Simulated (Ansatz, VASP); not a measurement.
## HfRu3 in VASP and in Ansatz

```
Hf Ru
1.0
     3.92882    0.00000    0.00000
     0.00000    3.92882    0.00000
     0.00000    0.00000    3.92882
Hf Ru
1 3
Direct
  0.00000 0.00000 0.00000
  0.00000 0.50000 0.50000
  0.50000 0.50000 0.00000
  0.50000 0.00000 0.50000
```

Alike in both runs: task single point; functional PBEsol; k mesh 8 × 8 × 8; occupations gaussian, width 0.05 eV; no spin polarisation.

|  | VASP | Ansatz |
| --- | --- | --- |
| version | VASP 6.6.1 | Ansatz 0.2.0 |
| potentials or method | VASP PAW PBE potentials, release 64 (Hf_pv, Ru_pv), cutoff 520 eV | scalar-relativistic, plane waves, PAW |
| valence electrons in the cell | 52 | 74 |

|  | VASP | Ansatz | Ansatz less VASP |
| --- | --- | --- | --- |
| pressure (GPa) | -5.7 | -4.9 | +0.85 |

VASP's potentials were made for PBE, not for PBEsol. The functional is the same, so the differences come from potentials, cutoffs and numerics. VASP's potentials hold 52 valence electrons a cell and Ansatz's 74, so a difference there can come from the potentials and not from the codes.

Neither program's run includes spin-orbit coupling.
